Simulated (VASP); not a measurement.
Cd, 1 atom in the cell. Symmetry: Pm-3m, No. 221, cubic system. Conventional cell: a = 2.870 Å, b = 2.870 Å, c = 2.870 Å, α = 90.00°, β = 90.00°, γ = 90.00°. Cd (site symmetry m-3m) has 6 Cd at 2.87 Å within 3.8 Å. This isn't the form of Cd at room conditions, which is hcp.

```yaml
Program: VASP 6.6.1
Task: relaxation of cell and atoms
Functional: PBEsol
Potentials_or_basis: VASP PAW PBE potentials, release 64 (Cd)
Cutoff: 500 eV
k_mesh: 7 × 7 × 7
Occupations: fermi-dirac, width 0.05 eV
Spin: no spin polarisation
Dipole_correction: no
Further_INCAR_settings: ALGO = Normal; EDIFF = 1e-07; IBRION = 2; EDIFFG = -0.02; NSW = 80; ISIF = 3
```

Potentials or basis: VASP PAW PBE potentials, release 64 (Cd).

Launch:

```sh
$ cat potpaw_PBE.64/Cd/POTCAR > POTCAR
$ mpirun -np 1 vasp_std > vasp.out
```

Hardware: 1 thread of Intel(R) Xeon(R) Platinum 8259CL CPU @ 2.50GHz (Skylake/Cascade Lake) (shared host).

Task: How long does it take, and how much memory?

Result: Run time: 6.1 s on 1 thread of Intel(R) Xeon(R) Platinum 8259CL CPU @ 2.50GHz (Skylake/Cascade Lake), on a shared host, peak memory 0.14 GiB. Counts: scf iterations 18, k points 20, ion steps 2.
